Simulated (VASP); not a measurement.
Se, 3 atoms in the cell. The structure is trigonal, space group P3_121 (No. 152). Conventional cell: a = 4.143 Å, b = 4.143 Å, c = 5.041 Å, α = 90.00°, β = 90.00°, γ = 120.00°. Se (site symmetry 2) has 6 Se at 2.40 to 3.26 Å within 3.3 Å.  This cell differs from its parent crystal: biaxial xy strain -3.5%.

| Property | Result |
| --- | --- |
| Program | VASP 6.6.1 |
| Task | single point |
| Functional | r2SCAN |
| Potentials or basis | VASP PAW PBE potentials, release 64 (Se) |
| Cutoff | 520 eV |
| k mesh | 12 × 12 × 6 |
| Occupations | gaussian, width 0.01 eV |
| Spin | no spin polarisation |
| Dipole correction | no |
| Further INCAR settings | ALGO = Normal; EDIFF = 1e-07; NBANDS = 16 |

Potentials or basis: VASP PAW PBE potentials, release 64 (Se).

Command:

```sh
$ cat potpaw_PBE.64/Se/POTCAR > POTCAR
$ cp INCAR.step1 INCAR
$ mpirun -np 1 vasp_std > vasp.out
$ cp INCAR.step2 INCAR
$ mpirun -np 1 vasp_std > vasp.out
```

Hardware: 1 thread of AMD EPYC 9R45 96-Core Processor (Zen 5) (shared host).

Question: Estimate the wall time of this run.

Answer: It took 4.5 min on 1 thread of AMD EPYC 9R45 96-Core Processor (Zen 5), with other jobs on the host, peak memory 0.23 GiB. Counts: k points 100.
